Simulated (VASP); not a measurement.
# Nb (Fm-3m) in VASP: notebook

The runs below take Nb through single point, with B3LYP, PBEsol, HSE06.

Program: VASP 6.6.1. These are calculated values, not measurements. Logs are shortened: lines on timing, memory, paths and dates and some standing lists are left out, and cuts for length are marked.

## (1) The cell of the first run

It takes space group Fm-3m (No. 225, cubic). Conventional cell: a = 4.230 Å, b = 4.230 Å, c = 4.230 Å, α = 90.00°, β = 90.00°, γ = 90.00°. Within 3.9 Å of Nb (site symmetry m-3m) lie 12 Nb at 2.99 Å.

## (2) Single point, B3LYP

POSCAR

```
Nb
1.0
    0.0000000000      2.1150000000      2.1150000000
    2.1150000000      0.0000000000      2.1150000000
    2.1150000000      2.1150000000      0.0000000000
Nb
1
Direct
    0.0000000000      0.0000000000      0.0000000000
```

INCAR.step1

```
SYSTEM = Nb
PREC = Accurate
ENCUT = 520
EDIFF = 1E-5
ISMEAR = -1
SIGMA = 0.05
LREAL = .False.
LASPH = .True.
NELM = 60
ALGO = Normal
ISIF = 2
LWAVE = .True.
GGA = PE
NBANDS = 12
```

INCAR.step2

```
SYSTEM = Nb
PREC = Accurate
ENCUT = 520
EDIFF = 1E-6
ISMEAR = -1
SIGMA = 0.05
LREAL = .False.
LASPH = .True.
NELM = 60
ALGO = Normal
ISIF = 2
LWAVE = .False.
LCHARG = .True.
GGA = B3
LHFCALC = .True.
AEXX = 0.2
AGGAX = 0.72
AGGAC = 0.81
ALDAC = 0.19
PRECFOCK = Normal
LELF = .True.
LVHAR = .True.
ISTART = 1
NBANDS = 12
```

KPOINTS

```
Automatic mesh
0
Gamma
  6 6 6
  0 0 0
```

Potentials or basis: VASP PAW PBE potentials, release 64 (Nb_sv).

Launch:

```sh
$ cat potpaw_PBE.64/Nb_sv/POTCAR > POTCAR
$ cp INCAR.step1 INCAR
$ mpirun -np 1 vasp_std > vasp.out
$ cp INCAR.step2 INCAR
$ mpirun -np 1 vasp_std > vasp.out
```

OUTCAR:

```text
SYSTEM = Nb
   PREC = Accurate
   ENCUT = 520
   EDIFF = 1E-6
   ISMEAR = -1
   LREAL = .False.
   LASPH = .True.
   NELM = 60
   ISIF = 2
   GGA = B3
   LHFCALC = .True.
   AEXX = 0.2
   PRECFOCK = Normal
   ISTART = 1

 ion  position               nearest neighbor table
   1  0.000  0.000  0.000-

  LATTYP: Found a face centered cubic cell.
 ALAT       =     4.2300000000

  Lattice vectors:

 A1 = (   0.0000000000,   2.1150000000,   2.1150000000)
 A2 = (   2.1150000000,   0.0000000000,   2.1150000000)
 A3 = (   2.1150000000,   2.1150000000,   0.0000000000)

Analysis of symmetry for initial positions (statically):
=====================================================================
 Subroutine PRICEL returns:
 Original cell was already a primitive cell.

 Routine SETGRP: Setting up the symmetry group for a
 face centered cubic supercell.

 Subroutine GETGRP returns: Found 48 space group operations
 (whereof 48 operations were pure point group operations)
 out of a pool of 48 trial point group operations.

The static configuration has the point symmetry O_h .

Analysis of symmetry for dynamics (positions and initial velocities):
=====================================================================
 Subroutine PRICEL returns:
 Original cell was already a primitive cell.

 Routine SETGRP: Setting up the symmetry group for a
 face centered cubic supercell.

 Subroutine GETGRP returns: Found 48 space group operations
 (whereof 48 operations were pure point group operations)
 out of a pool of 48 trial point group operations.

The dynamic configuration has the point symmetry O_h .

 Subroutine INISYM returns: Found 48 space group operations
 (whereof 48 operations are pure point group operations),
 and found     1 'primitive' translations

----------------------------------------------------------------------------------------

                                     Primitive cell

  volume of cell :      18.9217

  direct lattice vectors                    reciprocal lattice vectors
     0.000000000  2.115000000  2.115000000    -0.236406619  0.236406619  0.236406619
     2.115000000  0.000000000  2.115000000     0.236406619 -0.236406619  0.236406619
     2.115000000  2.115000000  0.000000000     0.236406619  0.236406619 -0.236406619

  length of vectors
     2.991061684  2.991061684  2.991061684     0.409468276  0.409468276  0.409468276

  position of ions in fractional coordinates (direct lattice)
     0.000000000  0.000000000  0.000000000

  ion indices of the primitive-cell ions
   primitive index   ion index
                 1           1

----------------------------------------------------------------------------------------

 KPOINTS: Automatic mesh

Automatic generation of k-mesh.
 Grid dimensions read from file:
 generate k-points for:    6    6    6

 Generating k-lattice:

  Cartesian coordinates                     Fractional coordinates (reciprocal lattice)
    -0.039401103  0.039401103  0.039401103     0.166666667  0.000000000  0.000000000
     0.039401103 -0.039401103  0.039401103     0.000000000  0.166666667  0.000000000
     0.039401103  0.039401103 -0.039401103     0.000000000  0.000000000  0.166666667

  Length of vectors
     0.068244713  0.068244713  0.068244713

  Shift w.r.t. Gamma in fractional coordinates (k-lattice)
     0.000000000  0.000000000  0.000000000

 Subroutine IBZKPT returns following result:
 ===========================================

 Found     16 irreducible k-points:

 Following reciprocal coordinates:
            Coordinates               Weight
  0.000000  0.000000  0.000000      1.000000
  0.166667  0.000000  0.000000      8.000000
  0.333333  0.000000  0.000000      8.000000
  0.500000  0.000000  0.000000      4.000000
  0.166667  0.166667  0.000000      6.000000
  0.333333  0.166667  0.000000     24.000000
[... 8 lines left out ...]
 -0.333333  0.333333  0.166667     24.000000
 -0.333333  0.500000  0.166667     12.000000
   k-points           NKPTS =     16   k-points in BZ     NKDIM =    216   number of bands    NBANDS=     12
   number of dos      NEDOS =    301   number of ions     NIONS =      1
   total plane-waves  NPLWV =  13824
   dimension x,y,z NGX =    24 NGY =   24 NGZ =   24
   dimension x,y,z NGXF=    48 NGYF=   48 NGZF=   48
   ions per type =               1
   NGX,Y,Z   is equivalent  to a cutoff of  13.34, 13.34, 13.34 a.u.
   NGXF,Y,Z  is equivalent  to a cutoff of  26.68, 26.68, 26.68 a.u.
 SYSTEM =  Nb
   PREC   = accura    normal or accurate (medium, high low for compatibility)
   ISTART =      1    job   : 0-new  1-cont  2-samecut
   ICHARG =      0    charge: 1-file 2-atom 10-const
   ISPIN  =      1    spin polarized calculation?
   LNONCOLLINEAR =      F non collinear calculations
   LSORBIT =      F    spin-orbit coupling
   LASPH  =      T    aspherical Exc in radial PAW
   ENCUT  =  520.0 eV  38.22 Ry    6.18 a.u.   5.56  5.56  5.56*2*pi/ulx,y,z
   NELM   =     60;   NELMIN=  2; NELMDL=  0     # of ELM steps
   EDIFF  = 0.1E-05   stopping-criterion for ELM
   LREAL  =      F    real-space projection
   EDIFFG = 0.1E-04   stopping-criterion for IOM
   NSW    =      0    number of steps for IOM
   IBRION =     -1    ionic relax: 0-MD 1-quasi-New 2-CG
   NFREE  =      0    steps in history (QN), initial steepest desc. (CG)
   ISIF   =      2    stress and relaxation
   ISYM   =      3    0-nonsym 1-usesym 2-fastsym
   POTIM  = 0.5000    time-step for ionic-motion
   TEBEG  =    0.0;   TEEND  =   0.0 temperature during run
   PSTRESS=    0.0 pullay stress
   NELECT =      13.0000    total number of electrons
   NUPDOWN=      -1.0000    fix difference up-down
   EMIN   =  10.00;   EMAX   =-10.00  energy-range for DOS
   EFERMI =   0.00;   METHOD = LEGACY
   ISMEAR =    -1;   SIGMA  =   0.05  broadening in eV -4-tet -1-fermi 0-gaus
   EFERMI_NEDOS =   21; number of points for ismear=-14 and -15
   IALGO  =     38    algorithm
   IMIX   =      1    mixing-type and parameters
     AMIX     =   0.40;   BMIX     =  1.00
     AMIX_MAG =   1.60;   BMIX_MAG =  1.00
  volume/ion in A,a.u.               =      18.92       127.69
  Fermi-wavevector in a.u.,A,eV,Ry     =   1.444560  2.729823 28.392005  2.086754
  Thomas-Fermi vector in A             =   2.562841
   LORBIT       =      0    0 simple, 1 ext, 2 COOP (PROOUT), +10 PAW based schemes
   GGA     = B3    functional components
   LHFCALC =     T    Hartree Fock is set to
   PRECFOCK=normal    Normal, Fast or Accurate (Low or Medium for compatibility)
   ENCUT4O =  -1.0   cutoff for four orbital integrals eV
   NKREDX  =     1    reduce k-point grid by
   NKREDY  =     1    reduce k-point grid by
   NKREDZ  =     1    reduce k-point grid by
   AEXX    =    0.2000 exact exchange contribution
   HFSCREEN=    0.0000 screening length (either q_TF or 0.3 A-1)
   HFSCREENC=   0.0000 screening length for correlation (either q_TF or 0.3 A-1)
   ENCUTFOCK=  -1.0 apply spherical cutoff to Coloumb kernel
   IVDW    =     0    specifies the selected vdW correction
   LEPSILON=     F    determine dielectric tensor
   LRPA    =     F    only Hartree local field effects (RPA)
 non-spin polarized calculation
  energy-cutoff  :      520.00
  volume of cell :       18.92
 maximum number of plane-waves:       531
 NGX is ok and might be reduce to    24
  NGX = 18; NGY = 18; NGZ = 18

 number of electron      13.0000001 magnetization

 Free energy of the ion-electron system (eV)
  ---------------------------------------------------
  ext. energy  EPLUGINS =         0.00000000
  ---------------------------------------------------
  free energy    TOTEN  =       -10.84847026 eV

  energy without entropy =      -10.84349263  energy(sigma->0) =      -10.84598144

 E-fermi :  11.1548     XC(G=0):  -9.7721

 val. band max:       11.0496570841   @ k =   0.3333   0.1667   0.0000
 cond. band min:      11.4286178512   @ k =   0.5000   0.1667   0.0000
 fundamental gap:      0.3789607671
 Fermi energy:        11.1548157235

 k-point     1 :       0.0000    0.0000    0.0000
  band No.  band energies     occupation
      1     -47.1211      2.00000
      2     -21.4157      2.00000
      3     -21.4157      2.00000
      4     -21.4157      2.00000
      5       3.9017      2.00000
      6      11.6396      0.00012
      7      11.6396      0.00012
      8      11.6396      0.00012
      9      14.6307      0.00000
     10      14.6307      0.00000
     11      23.8197      0.00000
     12      28.9356      0.00000

 k-point     2 :       0.1667    0.0000    0.0000
  band No.  band energies     occupation
      1     -47.0696      2.00000
      2     -21.7527      2.00000
      3     -21.4545      2.00000
      4     -21.4545      2.00000
      5       4.9488      2.00000
      6      10.3511      2.00000
      7      12.0334      0.00000
      8      12.0334      0.00000
      9      14.3493      0.00000
     10      14.3493      0.00000
     11      25.4313      0.00000
     12      26.5815      0.00000

 k-point     3 :       0.3333    0.0000    0.0000
  band No.  band energies     occupation
      1     -46.9650      2.00000
      2     -22.3948      2.00000
      3     -21.5321      2.00000
      4     -21.5321      2.00000
      5       6.4295      2.00000
      6      10.5335      1.99999
      7      11.8012      0.00000
      8      11.8012      0.00000
      9      15.3619      0.00000
     10      15.3619      0.00000
     11      23.3825      0.00000
     12      26.5156      0.00000

 k-point     4 :       0.5000    0.0000    0.0000
  band No.  band energies     occupation
      1     -46.9118      2.00000
      2     -22.7013      2.00000
      3     -21.5696      2.00000
      4     -21.5696      2.00000
      5       6.4588      2.00000
      6      11.0183      1.87762
      7      11.0183      1.87762
      8      12.7301      0.00000
      9      16.5499      0.00000
     10      16.5499      0.00000
     11      22.5326      0.00000
     12      23.6562      0.00000

 k-point     5 :       0.1667    0.1667    0.0000
  band No.  band energies     occupation
      1     -47.0526      2.00000
      2     -21.7423      2.00000
      3     -21.5260      2.00000
      4     -21.5260      2.00000
      5       5.2994      2.00000
      6       9.7285      2.00000
      7      12.5170      0.00000
      8      12.5170      0.00000
      9      13.0938      0.00000
     10      15.0636      0.00000
     11      26.5046      0.00000
     12      27.8052      0.00000
[... 108 lines left out ...]
      1     -46.8445      2.00000
      2     -22.6061      2.00000
      3     -21.8488      2.00000
      4     -21.8488      2.00000
      5       6.3290      2.00000
      6       6.9840      2.00000
      7      15.2863      0.00000
      8      16.6486      0.00000
      9      17.0965      0.00000
     10      17.0965      0.00000
     11      23.4205      0.00000
     12      23.4205      0.00000

 k-point    14 :       0.5000    0.3333    0.1667
  band No.  band energies     occupation
      1     -46.8959      2.00000
      2     -22.3693      2.00000
      3     -21.9211      2.00000
      4     -21.6833      2.00000
      5       8.0322      2.00000
      6       8.6080      2.00000
      7       9.9868      2.00000
      8      14.1313      0.00000
      9      14.9547      0.00000
     10      18.2325      0.00000
     11      24.5266      0.00000
     12      26.1899      0.00000

 k-point    15 :      -0.3333    0.3333    0.1667
  band No.  band energies     occupation
      1     -46.8606      2.00000
      2     -22.4030      2.00000
      3     -22.0776      2.00000
      4     -21.7540      2.00000
      5       8.4378      2.00000
      6       8.6238      2.00000
      7      10.0504      2.00000
      8      13.5417      0.00000
      9      16.1853      0.00000
     10      20.5970      0.00000
     11      21.4664      0.00000
     12      26.1228      0.00000

 k-point    16 :      -0.3333    0.5000    0.1667
  band No.  band energies     occupation
      1     -46.8436      2.00000
      2     -22.4260      2.00000
      3     -22.0467      2.00000
      4     -21.8725      2.00000
      5       7.3834      2.00000
      6       8.1300      2.00000
      7      11.7444      0.00002
      8      14.4906      0.00000
      9      17.0935      0.00000
     10      20.5846      0.00000
     11      23.0357      0.00000
     12      23.0815      0.00000

------------------------ aborting loop because EDIFF is reached ----------------------------------------

  FORCE on cell =-STRESS in cart. coord.  units (eV):
  Direction    XX          YY          ZZ          XY          YZ          ZX
  --------------------------------------------------------------------------------------
  -------------------------------------------------------------------------------------
  Total       -0.0121458     -0.0121458     -0.0121458      0.0000000      0.0000000      0.0000000
  in kB       -1.0284328     -1.0284328     -1.0284328      0.0000000      0.0000000      0.0000000
  external PRESSURE =      -1.0284328 kB  Pullay stress =       0.0000000 kB

 VOLUME and BASIS-vectors are now :
 -----------------------------------------------------------------------------
  energy-cutoff  :      520.00
  volume of cell :       18.92
      direct lattice vectors                 reciprocal lattice vectors
     0.000000000  2.115000000  2.115000000    -0.236406619  0.236406619  0.236406619
     2.115000000  0.000000000  2.115000000     0.236406619 -0.236406619  0.236406619
     2.115000000  2.115000000  0.000000000     0.236406619  0.236406619 -0.236406619

 POSITION                                       TOTAL-FORCE (eV/Angst)
 -----------------------------------------------------------------------------------
      0.00000      0.00000      0.00000        -0.000000      0.000000      0.000000
 -----------------------------------------------------------------------------------
    total drift:                                0.000000     -0.000000     -0.000000

  FREE ENERGIE OF THE ION-ELECTRON SYSTEM (eV)
  ---------------------------------------------------
  free  energy   TOTEN  =       -10.8484702642 eV

  energy  without entropy=      -10.8434926253  energy(sigma->0) =      -10.84598144
```

Run time: 7.7 min. Hardware: 1 thread of Intel Xeon Platinum 8559C (Emerald Rapids), shared host; peak memory 0.15 GiB.

Results:

```
Free energy : -10.8485 eV
Pressure    : -0.1 GPa
```

Caveat: the k points lie up to 0.43 Å⁻¹ apart; the PAW data sets were made with another functional, which shifts forces and pressure a little.

## (3) Single point, PBEsol

INCAR

```
SYSTEM = Nb
PREC = Accurate
ENCUT = 520
EDIFF = 1E-6
ISMEAR = -1
SIGMA = 0.05
LREAL = .False.
LASPH = .True.
NELM = 60
ALGO = Normal
ISIF = 2
LWAVE = .False.
LCHARG = .False.
GGA = PS
NBANDS = 12
```

KPOINTS

```
Automatic mesh
0
Gamma
  8 8 8
  0 0 0
```

POSCAR is that of step 2.

Potentials or basis: VASP PAW PBE potentials, release 64 (Nb_sv).

Launch:

```sh
$ cat potpaw_PBE.64/Nb_sv/POTCAR > POTCAR
$ mpirun -np 1 vasp_std > vasp.out
```

It took 7.5 s on 1 thread of Intel Xeon 8259CL, shared host; peak memory 0.14 GiB.

The run converged. Its results:

```yaml
Free_energy: -10.5826 eV
Pressure: -7.6 GPa
```

Levels at points of the mesh, in eV from the Fermi level:
| k point | band 3 | band 4 | band 5 | band 6 | band 7 | band 8 | band 9 | band 10 |
| --- | --- | --- | --- | --- | --- | --- | --- | --- |
| (0.00, 0.00, 0.00) | -30.12 | -30.12 | -6.25 | 0.10 | 0.10 | 0.10 | 2.67 | 2.67 |
| (0.50, 0.00, 0.00) | -30.27 | -30.27 | -3.83 | -0.09 | -0.09 | 1.32 | 4.63 | 4.63 |
| (0.50, 0.50, 0.00) | -30.54 | -30.54 | -4.04 | -3.29 | 3.52 | 4.60 | 5.20 | 5.20 |

Caveat: the PAW data sets were made with another functional, which shifts forces and pressure a little.

## (4) Single point, PBEsol, non-collinear spin, zero start, spin-orbit coupling

INCAR

```
  PREC = Accurate
  ENCUT = 520
  EDIFF = 1E-6
  ISMEAR = -1
  SIGMA = 0.05
  LREAL = F
  LASPH = T
  NELM = 150
  ALGO = Fast
  ISIF = 2
  LWAVE = F
  LCHARG = F
  MAGMOM = 0 0 0
  LORBIT = 11
  LSORBIT = T
  GGA_COMPAT = F
  LORBMOM = T
  LMAXMIX = 4
  GGA = PS
  NBANDS = 24
```

KPOINTS

```
Automatic mesh
0
Gamma
  8 8 8
```

POSCAR is that of step 3.

Launch:

```sh
$ cat potpaw_PBE.64/Nb_sv/POTCAR > POTCAR
$ mpirun -np 1 vasp_ncl > vasp.out
```

It took 86 s on 1 thread of Intel Xeon 8259CL, shared host; peak memory 0.2 GiB.

It converged, with:

| Property | Result |
| --- | --- |
| Free energy | -10.6721 eV |
| Pressure | -7.6 GPa |
| Net moment | 0.00 μB per cell |
| Valence electrons inside the program's atomic spheres | Nb 10.63 |

Moments on the atoms (μB; x, y, z):
```
Nb  0.00 0.00 0.00
```

Caveat: the PAW data sets were made with another functional, which shifts forces and pressure a little.

## (5) Single point, HSE06

POSCAR is that of step 4.

INCAR.step1

```
  PREC = Accurate
  ENCUT = 520
  EDIFF = 1E-5
  ISMEAR = -1
  SIGMA = 0.05
  LREAL = F
  LASPH = T
  NELM = 60
  ALGO = Normal
  ISIF = 2
  LWAVE = T
  LCHARG = F
  GGA = PE
  NBANDS = 12
```

INCAR.step2

```
  PREC = Accurate
  ENCUT = 520
  EDIFF = 1E-6
  ISMEAR = -1
  SIGMA = 0.05
  LREAL = F
  LASPH = T
  NELM = 60
  ALGO = Normal
  ISIF = 2
  LWAVE = F
  LCHARG = F
  GGA = PE
  LHFCALC = T
  HFSCREEN = 0.2079
  PRECFOCK = Normal
  ISTART = 1
  NBANDS = 12
```

KPOINTS

```
regular mesh
0
Gamma
  6 6 6
```

Launch:

```sh
$ cat potpaw_PBE.64/Nb_sv/POTCAR > POTCAR
$ cp INCAR.step1 INCAR
$ mpirun -np 1 vasp_std > vasp.out
$ cp INCAR.step2 INCAR
$ mpirun -np 1 vasp_std > vasp.out
```

Run time: 11 min. Hardware: 1 thread of Intel Xeon Platinum 8375C at 2.90GHz (Ice Lake), shared host; peak memory 0.25 GiB.

The run converged. Its results:

- Free energy: -11.5116 eV
- Pressure: -2.7 GPa

Levels at points of the mesh, in eV from the Fermi level:
```tsv
k point	band 4	band 5	band 6	band 7	band 8	band 9
(0.00, 0.00, 0.00)	-32.85	-7.44	0.22	0.22	0.22	3.34
(0.50, 0.00, 0.00)	-33.01	-4.66	0.08	0.08	0.90	5.22
(0.50, 0.50, 0.00)	-33.29	-4.73	-4.09	3.55	5.37	5.75
```

Caveat: the k points lie up to 0.43 Å⁻¹ apart; the PAW data sets were made with another functional, which shifts forces and pressure a little.

## (6) The runs side by side

| level | spin | k mesh | grid for exact exchange (PRECFOCK) | screening parameter | gap on the mesh (eV) | pressure (GPa) |
| --- | --- | --- | --- | --- | --- | --- |
| B3LYP | off | 6 × 6 × 6 | Normal | - | none | -0.1 |
| PBEsol | off | 8 × 8 × 8 | - | - | none | -7.6 |
| PBEsol | non-collinear, zero start, SOC | 8 × 8 × 8 | - | - | - | -7.6 |
| HSE06 | off | 6 × 6 × 6 | Normal | 0.2079 1/Å | none | -2.7 |

Alike in all rows: task single point; potentials or basis VASP PAW PBE potentials, release 64 (Nb_sv); cell as given; cutoff (eV) 520; smearing fermi-dirac 0.05 eV.

Caveats: some runs use coarse meshes; the PAW data sets were made with another functional, which shifts forces and pressure a little.

Absolute energies hang on the potentials; compare differences alone.
